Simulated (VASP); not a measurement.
Set up this calculation in VASP 6.6.1, as the native input.

```
Task                   : single point
Functional             : PBE
Potentials or basis    : VASP PAW PBE potentials, release 64 (Rh_pv)
Cutoff                 : 520 eV
k mesh                 : 18 × 18 × 10
Occupations            : gaussian, width 0.15 eV
Spin                   : no spin polarisation
Dipole correction      : no
Further INCAR settings : ALGO = Fast; EDIFF = 1e-07; NBANDS = 22
```

The structure of Rh lies in POSCAR:

```
Rh
1.0
    2.6159000000      0.0000000000      0.0000000000
   -1.3079500000      2.2654358537      0.0000000000
    0.0000000000      0.0000000000      4.1045000000
Rh
2
Direct
    0.6666666667      0.3333333333      0.7500000000
    0.3333333333      0.6666666667      0.2500000000
```

This isn't the form of Rh at room conditions, which is fcc.

These files were run (other wordings do the same):

INCAR

```
PREC = Accurate
ENCUT = 520
EDIFF = 1E-7
ISMEAR = 0
SIGMA = 0.15
LREAL = F
LASPH = T
NELM = 100
ALGO = Fast
ISIF = 2
LWAVE = F
LCHARG = F
GGA = PE
NBANDS = 22
```

KPOINTS

```
Automatic mesh
0
Gamma
  18 18 10
```

Potentials or basis: VASP PAW PBE potentials, release 64 (Rh_pv).

The run is started by

```console
$ cat potpaw_PBE.64/Rh_pv/POTCAR > POTCAR
$ mpirun -np 1 vasp_std > vasp.out
```

Results of the run:

| Property | Result |
| --- | --- |
| Pressure | 55.7 GPa |
| Band gap on the k mesh | zero (bands 15 and 16 overlap by 2.90 eV) |

Caveat: the cell stands under pressure.

Wall time 73 s on 1 thread of Intel(R) Xeon(R) Platinum 8488C (Sapphire Rapids), with other jobs on the host, peak memory 0.2 GiB.
